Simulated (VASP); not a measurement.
GaMo, 2 atoms in the cell. Symmetry: Pm-3m, No. 221, cubic system. The conventional cell has a = 3.265 Å, b = 3.265 Å, c = 3.265 Å, α = 90.00°, β = 90.00°, γ = 90.00°. Within 3.7 Å of Ga (site symmetry m-3m) lie 8 Mo at 2.83 Å and 6 Ga at 3.26 to 3.27 Å. Within 3.7 Å of Mo (site symmetry m-3m) lie 8 Ga at 2.83 Å and 6 Mo at 3.27 Å. 

```yaml
Program: VASP 6.6.1
Task: relaxation of cell and atoms
Functional: PBE
Potentials_or_basis: VASP PAW PBE potentials, release 64 (Ga_d, Mo_sv)
Cutoff: 600 eV
k_mesh: 6 × 6 × 6
Occupations: gaussian, width 0.2 eV
Spin: no spin polarisation
Dipole_correction: no
Further_INCAR_settings: ALGO = Fast; EDIFF = 1e-07; IBRION = 2; EDIFFG = -0.08; NSW = 36; ISIF = 3
```

Potentials or basis: VASP PAW PBE potentials, release 64 (Ga_d, Mo_sv).

Launch:

```bash
$ cat potpaw_PBE.64/Ga_d/POTCAR potpaw_PBE.64/Mo_sv/POTCAR > POTCAR
$ mpirun -np 1 vasp_std > vasp.out
```

Hardware: 1 thread of Intel Xeon 8259CL, with other jobs on the host.

**Question.** How long does it take, and how much memory?

**Answer.** It took 70 s on 1 thread of Intel Xeon 8259CL (shared host), peak memory 0.17 GiB. Counts: scf iterations 53, k points 20, ion steps 3.
